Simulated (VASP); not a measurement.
Wanted: the native input for a VASP 6.6.1 run.

```yaml
Task: single point
Functional: PBEsol
Potentials_or_basis: VASP PAW PBE potentials, release 64 (Os)
Cutoff: 520 eV
k_mesh: 18 × 18 × 12
Occupations: gaussian, width 0.15 eV
Spin: no spin polarisation
Dipole_correction: no
Further_INCAR_settings: ALGO = Normal; EDIFF = 1e-06; NBANDS = 15
```

The structure of Os lies in POSCAR:

```
Os
1.0
    2.7340999755      0.0000000000      0.0000000000
   -1.3670499878      2.3678000353      0.0000000000
    0.0000000000      0.0000000000      3.8337337500
Os
2
Direct
    0.3333333333      0.6666666667      0.2500000000
    0.6666666667      0.3333333333      0.7500000000
```

This cell differs from its parent crystal: strain -0.1125 x Voigt [0, 0, 1, 0, 0, 0].

One way to write it, as run:

INCAR

```
PREC     = Accurate       # precision mode
ENCUT    = 520            # plane-wave cutoff, eV
EDIFF    = 1E-6           # SCF threshold, eV
ISMEAR   = 0              # smearing method
SIGMA    = 0.15           # smearing width, eV
LREAL    = False          # projectors in reciprocal space
LASPH    = True           # aspherical terms in the spheres
NELM     = 60             # most SCF steps
ALGO     = Normal         # electronic algorithm
ISIF     = 2              # what is computed and relaxed
LWAVE    = False          # write WAVECAR
LCHARG   = True           # write CHGCAR
GGA      = PS             # functional
LELF     = True           # ELF
LVHAR    = True         
NBANDS   = 15             # bands
```

KPOINTS

```
regular mesh
0
Gamma
  18 18 12
```

Potentials or basis: VASP PAW PBE potentials, release 64 (Os).

The run is started by

```bash
$ cat potpaw_PBE.64/Os/POTCAR > POTCAR
$ mpirun -np 1 vasp_std > vasp.out
```

It gave:

```
Pressure               : 78.8 GPa
Band gap on the k mesh : zero (band 8 reaches 13.63 eV, above the bottom of band 9 at 9.25 eV)
```

Caveat: the cell differs from its parent crystal (strain -0.1125 x Voigt [0, 0, 1, 0, 0, 0]); the PAW data sets were made with another functional, which shifts forces and pressure a little; spin-orbit coupling is left out, which moves the levels of the heavy elements.

Run time: 29 s on 1 thread of Intel(R) Xeon(R) 6975P-C (Granite Rapids), on a shared host, peak memory 0.2 GiB.
